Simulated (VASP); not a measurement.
ZrB2, 3 atoms in the cell. The structure is hexagonal, space group P6/mmm (No. 191). Conventional cell: a = 2.940 Å, b = 2.940 Å, c = 3.298 Å, α = 90.00°, β = 90.00°, γ = 120.00°. Zr (site symmetry 6/mmm) has 12 B at 2.37 Å and 6 Zr at 2.94 Å within 3.1 Å. Within 2.3 Å of B (site symmetry -6m2) lie 3 B at 1.70 Å.  This cell differs from its parent crystal: volume scaled by 0.8.

- Program: VASP 6.6.1
- Task: electric field gradients
- Functional: LDA
- Potentials or basis: VASP PAW LDA potentials, release 64 (Zr_sv, B)
- Cutoff: 520 eV
- k mesh: 13 × 13 × 10
- Occupations: fermi-dirac, width 0.05 eV
- Spin: no spin polarisation
- Dipole correction: no
- Further INCAR settings: ALGO = Normal; EDIFF = 1e-08; NBANDS = 16

Potentials or basis: VASP PAW LDA potentials, release 64 (Zr_sv, B).

The run is started by

```bash
$ cat potpaw_LDA.64/Zr_sv/POTCAR potpaw_LDA.64/B/POTCAR > POTCAR
$ mpirun -np 1 vasp_std > vasp.out
```

Hardware: 1 thread of Intel(R) Xeon(R) Platinum 8488C (Sapphire Rapids), with other jobs on the host.

Problem. How long does it take, and how much memory?

Solution. It took 26 s on 1 thread of Intel(R) Xeon(R) Platinum 8488C (Sapphire Rapids) (shared host), peak memory 0.17 GiB. Counts: scf iterations 14, k points 126.
